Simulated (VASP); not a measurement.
# Hg (Fd-3m) in VASP: further runs

Runs on Hg. Level: r2SCAN. Tasks: single point, relaxation of cell and atoms.

Everything below comes from runs of VASP 6.6.1. Logs are shortened: lines on timing, memory, paths and dates and some standing lists are left out, and cuts for length are marked.

## (1) The cell of the first run

Symmetry: Fd-3m, No. 227, cubic system. The conventional cell has a = 6.551 Å, b = 6.551 Å, c = 6.551 Å, α = 90.00°, β = 90.00°, γ = 90.00°. Hg (site symmetry -43m) has 4 Hg at 2.84 Å within 3.7 Å.

## (2) Single point, r2SCAN (volume scaled by 0.92)

Input file POSCAR:

```
Hg
1.0
    0.0000000000      3.2753826481      3.2753826481
    3.2753826481      0.0000000000      3.2753826481
    3.2753826481      3.2753826481      0.0000000000
Hg
2
Direct
    0.1250000000      0.1250000000      0.1250000000
    0.8750000000      0.8750000000      0.8750000000
```

Input file INCAR.step1:

```
SYSTEM = Hg
ALGO     = Normal         ! electronic algorithm
EDIFF    = 1E-4           ! SCF threshold, eV
ENCUT    = 520            ! plane-wave cutoff, eV
GGA      = PE             ! functional
ISMEAR   = -1             ! smearing method
LASPH    = .True.         ! aspherical terms in the spheres
LCHARG   = .False.        ! write CHGCAR
LREAL    = .False.        ! projectors in reciprocal space
LWAVE    = .True.         ! write WAVECAR
NBANDS   = 19             ! bands
NELM     = 60             ! most SCF steps
PREC     = Accurate       ! precision mode
SIGMA    = 0.1            ! smearing width, eV
```

Input file INCAR.step2:

```
SYSTEM = Hg
ALGO     = Normal         ! electronic algorithm
EDIFF    = 1E-7           ! SCF threshold, eV
ENCUT    = 520            ! plane-wave cutoff, eV
ISIF     = 2              ! what is computed and relaxed
ISMEAR   = -1             ! smearing method
ISTART   = 1            
LASPH    = .True.         ! aspherical terms in the spheres
LCHARG   = .False.        ! write CHGCAR
LMIXTAU  = .True.       
LREAL    = .False.        ! projectors in reciprocal space
LWAVE    = .False.        ! write WAVECAR
METAGGA  = R2SCAN         ! meta-GGA
NBANDS   = 19             ! bands
NELM     = 60             ! most SCF steps
PREC     = Accurate       ! precision mode
SIGMA    = 0.1            ! smearing width, eV
```

Input file KPOINTS:

```
k-points
0
Gamma
  9 9 9
  0 0 0
```

Potentials or basis: VASP PAW PBE potentials, release 64 (Hg).

The run is started by

```sh
$ cat potpaw_PBE.64/Hg/POTCAR > POTCAR
$ cp INCAR.step1 INCAR
$ mpirun -np 1 vasp_std > vasp.out
$ cp INCAR.step2 INCAR
$ mpirun -np 1 vasp_std > vasp.out
```

OUTCAR:

```text
SYSTEM = Hg
   EDIFF = 1E-7
   ENCUT = 520
   ISIF = 2
   ISMEAR = -1
   ISTART = 1
   LASPH = .True.
   LREAL = .False.
   METAGGA = R2SCAN
   NELM = 60
   PREC = Accurate

 ion  position               nearest neighbor table
   1  0.125  0.125  0.125-   2 2.84   2 2.84   2 2.84   2 2.84
   2  0.875  0.875  0.875-   1 2.84   1 2.84   1 2.84   1 2.84

  LATTYP: Found a face centered cubic cell.
 ALAT       =     6.5507652962

  Lattice vectors:

 A1 = (   0.0000000000,   3.2753826481,   3.2753826481)
 A2 = (   3.2753826481,   0.0000000000,   3.2753826481)
 A3 = (   3.2753826481,   3.2753826481,   0.0000000000)

Analysis of symmetry for initial positions (statically):
=====================================================================
 Subroutine PRICEL returns:
 Original cell was already a primitive cell.

 Routine SETGRP: Setting up the symmetry group for a
 face centered cubic supercell.

 Subroutine GETGRP returns: Found 48 space group operations
 (whereof 12 operations were pure point group operations)
 out of a pool of 48 trial point group operations.

The static configuration has the point symmetry D_3d.
 The point group associated with its full space group is O_h .

Analysis of symmetry for dynamics (positions and initial velocities):
=====================================================================
 Subroutine PRICEL returns:
 Original cell was already a primitive cell.

 Routine SETGRP: Setting up the symmetry group for a
 face centered cubic supercell.

 Subroutine GETGRP returns: Found 48 space group operations
 (whereof 12 operations were pure point group operations)
 out of a pool of 48 trial point group operations.

The dynamic configuration has the point symmetry D_3d.
 The point group associated with its full space group is O_h .

 Subroutine INISYM returns: Found 48 space group operations
 (whereof 12 operations are pure point group operations),
 and found     1 'primitive' translations

----------------------------------------------------------------------------------------

                                     Primitive cell

  volume of cell :      70.2775

  direct lattice vectors                    reciprocal lattice vectors
     0.000000000  3.275382648  3.275382648    -0.152653920  0.152653920  0.152653920
     3.275382648  0.000000000  3.275382648     0.152653920 -0.152653920  0.152653920
     3.275382648  3.275382648  0.000000000     0.152653920  0.152653920 -0.152653920

  length of vectors
     4.632090563  4.632090563  4.632090563     0.264404345  0.264404345  0.264404345

  position of ions in fractional coordinates (direct lattice)
     0.125000000  0.125000000  0.125000000
     0.875000000  0.875000000  0.875000000
[... 72 lines left out ...]
   LNONCOLLINEAR =      F non collinear calculations
   LSORBIT =      F    spin-orbit coupling
   LASPH  =      T    aspherical Exc in radial PAW
   ENCUT  =  520.0 eV  38.22 Ry    6.18 a.u.   8.61  8.61  8.61*2*pi/ulx,y,z
   NELM   =     60;   NELMIN=  2; NELMDL=  0     # of ELM steps
   EDIFF  = 0.1E-06   stopping-criterion for ELM
   LREAL  =      F    real-space projection
   EDIFFG = 0.1E-05   stopping-criterion for IOM
   NSW    =      0    number of steps for IOM
   IBRION =     -1    ionic relax: 0-MD 1-quasi-New 2-CG
   NFREE  =      0    steps in history (QN), initial steepest desc. (CG)
   ISIF   =      2    stress and relaxation
   ISYM   =      2    0-nonsym 1-usesym 2-fastsym
   POTIM  = 0.5000    time-step for ionic-motion
   TEBEG  =    0.0;   TEEND  =   0.0 temperature during run
   PSTRESS=    0.0 pullay stress
   NELECT =      24.0000    total number of electrons
   NUPDOWN=      -1.0000    fix difference up-down
   EMIN   =  10.00;   EMAX   =-10.00  energy-range for DOS
   EFERMI =   0.00;   METHOD = LEGACY
   ISMEAR =    -1;   SIGMA  =   0.10  broadening in eV -4-tet -1-fermi 0-gaus
   EFERMI_NEDOS =   21; number of points for ismear=-14 and -15
   IALGO  =     38    algorithm
   IMIX   =      4    mixing-type and parameters
     AMIX     =   0.40;   BMIX     =  1.00
     AMIX_MAG =   1.60;   BMIX_MAG =  1.00
  volume/ion in A,a.u.               =      35.14       237.13
  Fermi-wavevector in a.u.,A,eV,Ry     =   1.144300  2.162413 17.815772  1.309422
  Thomas-Fermi vector in A             =   2.280992
   LORBIT       =      0    0 simple, 1 ext, 2 COOP (PROOUT), +10 PAW based schemes
   METAGGA = R2SCAN    functional components
   LHFCALC =     F    Hartree Fock is set to
   AEXX    =    0.0000 exact exchange contribution
   IVDW    =     0    specifies the selected vdW correction
   LEPSILON=     F    determine dielectric tensor
   LRPA    =     F    only Hartree local field effects (RPA)
 non-spin polarized calculation
  energy-cutoff  :      520.00
  volume of cell :       70.28
 maximum number of plane-waves:      1917
   NGX = 17   NGY = 17   NGZ = 17

 number of electron      24.0000003 magnetization

 Free energy of the ion-electron system (eV)
  ---------------------------------------------------
  ext. energy  EPLUGINS =         0.00000000
  ---------------------------------------------------
  free energy    TOTEN  =       -98.31672964 eV

  energy without entropy =      -98.28312628  energy(sigma->0) =      -98.29992796

 E-fermi :   0.7840     XC(G=0):  -9.0622

 val. band max:        0.7617197915   @ k =  -0.3333   0.3333   0.1111
 cond. band min:       0.8103703445   @ k =  -0.3333   0.4444   0.1111
 fundamental gap:      0.0486505530
 Fermi energy:         0.7839932588

 k-point     1 :       0.0000    0.0000    0.0000
  band No.  band energies     occupation
      1      -7.4383      2.00000
      2      -7.4383      2.00000
      3      -7.4383      2.00000
      4      -7.3766      2.00000
      5      -7.3766      2.00000
      6      -7.3009      2.00000
[... 505 lines left out ...]
      6      -6.6082      2.00000
[... 11 lines left out ...]
     18      13.5246      0.00000
     19      13.6324      0.00000

 [... further k-points ...]
[... 5 lines left out ...]
  --------------------------------------------------------------------------------------
  -------------------------------------------------------------------------------------
  Total        0.8811024      0.8811024      0.8811024     -0.0000000      0.0000000     -0.0000000
  in kB       20.0872663     20.0872663     20.0872663     -0.0000000      0.0000000     -0.0000000
  external PRESSURE =      20.0872663 kB  Pullay stress =       0.0000000 kB

 VOLUME and BASIS-vectors are now :
 -----------------------------------------------------------------------------
  energy-cutoff  :      520.00
  volume of cell :       70.28
      direct lattice vectors                 reciprocal lattice vectors
     0.000000000  3.275382648  3.275382648    -0.152653920  0.152653920  0.152653920
     3.275382648  0.000000000  3.275382648     0.152653920 -0.152653920  0.152653920
     3.275382648  3.275382648  0.000000000     0.152653920  0.152653920 -0.152653920

 POSITION                                       TOTAL-FORCE (eV/Angst)
 -----------------------------------------------------------------------------------
      0.81885      0.81885      0.81885         0.000000     -0.000000     -0.000000
      5.73192      5.73192      5.73192        -0.000000      0.000000      0.000000
 -----------------------------------------------------------------------------------
    total drift:                                0.000000      0.000000      0.000000

  FREE ENERGIE OF THE ION-ELECTRON SYSTEM (eV)
  ---------------------------------------------------
  free  energy   TOTEN  =       -98.3167296447 eV

  energy  without entropy=      -98.2831262834  energy(sigma->0) =      -98.29992796
```

OSZICAR.step1:

```text
N       E                     dE             d eps       ncg     rms          rms(c)
DAV:   1     0.165022923514E+03    0.16502E+03   -0.11655E+04  1330   0.114E+03
DAV:   2     0.419595930157E+01   -0.16083E+03   -0.15370E+03  1386   0.290E+02
DAV:   3    -0.753163460768E-01   -0.42713E+01   -0.42539E+01  1527   0.522E+01
DAV:   4    -0.862898345090E-01   -0.10973E-01   -0.10971E-01  1462   0.261E+00
DAV:   5    -0.863268829553E-01   -0.37048E-04   -0.37048E-04  1406   0.137E-01    0.465E+00
DAV:   6    -0.265521806682E-01    0.59775E-01   -0.14238E-01  1480   0.369E+00    0.348E+00
DAV:   7    -0.205902029270E-01    0.59620E-02   -0.23937E-02  1454   0.122E+00    0.138E+00
DAV:   8    -0.202734608119E-01    0.31674E-03   -0.27826E-03  1423   0.594E-01    0.664E-02
DAV:   9    -0.203262408363E-01   -0.52780E-04   -0.37059E-05  1109   0.527E-02
   1 F= -.20326241E-01 E0= -.30540838E-02  d E =-.345443E-01
```

Wall time 2.5 min (1 thread of Intel Xeon 6975P-C, shared host); peak memory 0.23 GiB.

Results:

```yaml
Free_energy: -98.3167 eV
Pressure: 2.0 GPa
Band_gap_on_the_k_mesh: zero (band 12 reaches 4.13 eV, above the bottom of band 13 at 0.51 eV)
```

Caveat: the cell differs from its parent crystal (volume scaled by 0.92); the PAW data sets were made with another functional, which shifts forces and pressure a little; spin-orbit coupling is left out, which moves the levels of the heavy elements.

## (3) Single point, r2SCAN

This run uses another cell than the first one, of 38.19 Å³/atom, 1.087 times its volume.

Input file POSCAR:

```
Hg
1.0
    0.0000000000      3.3676951244      3.3676951244
    3.3676951244      0.0000000000      3.3676951244
    3.3676951244      3.3676951244      0.0000000000
Hg
2
Direct
    0.1250000000      0.1250000000      0.1250000000
    0.8750000000      0.8750000000      0.8750000000
```

INCAR.step1: that of step 2 with these lines changed.

```diff
@@ -11,3 +11,3 @@
 NBANDS   = 19             ! bands
-NELM     = 60             ! most SCF steps
+NELM     = 80             ! most SCF steps
 PREC     = Accurate       ! precision mode
```

INCAR.step2: that of step 2 with these lines changed.

```diff
@@ -2,3 +2,3 @@
 ALGO     = Normal         ! electronic algorithm
-EDIFF    = 1E-7           ! SCF threshold, eV
+EDIFF    = 1E-6           ! SCF threshold, eV
 ENCUT    = 520            ! plane-wave cutoff, eV
@@ -14,3 +14,3 @@
 NBANDS   = 19             ! bands
-NELM     = 60             ! most SCF steps
+NELM     = 80             ! most SCF steps
 PREC     = Accurate       ! precision mode
```

KPOINTS is that of step 2.

Potentials or basis: VASP PAW PBE potentials, release 64 (Hg).

The run is started by

```sh
$ cat potpaw_PBE.64/Hg/POTCAR > POTCAR
$ cp INCAR.step1 INCAR
$ mpirun -np 1 vasp_std > vasp.out
$ cp INCAR.step2 INCAR
$ mpirun -np 1 vasp_std > vasp.out
```

Wall time 2.7 min (1 thread of Intel Xeon 6975P-C, shared host); peak memory 0.23 GiB.

It converged, with:

```yaml
Free_energy: -98.3588 eV
Pressure: 0.3 GPa
Band_gap_on_the_k_mesh: zero (band 12 reaches 3.03 eV, above the bottom of band 13 at 0.27 eV)
```

Levels at points of the mesh, in eV from the Fermi level:
```tsv
k point	band 9	band 10	band 11	band 12	band 13	band 14	band 15	band 16
(0.00, 0.00, 0.00)	-7.01	-6.71	-6.71	2.55	4.84	4.84	4.84	6.19
```

Caveat: the PAW data sets were made with another functional, which shifts forces and pressure a little; spin-orbit coupling is left out, which moves the levels of the heavy elements.

(Continued in part 2 of 2.)
